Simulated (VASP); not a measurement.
The system is MnHg.

```xyz
2
Lattice="3.3150 0.0000 0.0000 0.0000 3.3150 0.0000 0.0000 0.0000 3.3150" Properties=species:S:1:pos:R:3 pbc="T T T"
Hg    0.0000    0.0000    0.0000
Mn    1.6575    1.6575    1.6575
```

Base run:

- Program: VASP 6.6.1
- Functional: PBE
- Potentials or basis: VASP PAW PBE potentials, release 64 (Hg_sv_GW, Mn_sv)
- Cutoff: 680 eV
- k mesh: 7 × 7 × 7
- Occupations: fermi-dirac, width 0.05 eV
- Spin: collinear spin, ferromagnetic start
- Starting moments: [0.0, 5.0] μB
- Fixed moment: 5 μB

Its results: pressure 9.4 GPa; site moments Hg +0.20; Mn +4.09 μB.

Problem. The run is repeated on the same cell with these changes: fixed moment from 5 μB to 8 μB; moments at the start from [0.0, 5.0] to [0.0, 8.0]. What comes out?

Solution. Pressure 53.1 GPa; site moments Hg +1.11; Mn +4.69 μB.

Caveats: the cell stands under pressure; the total moment is fixed, so each spin has its own Fermi level and the state may be an excited one.
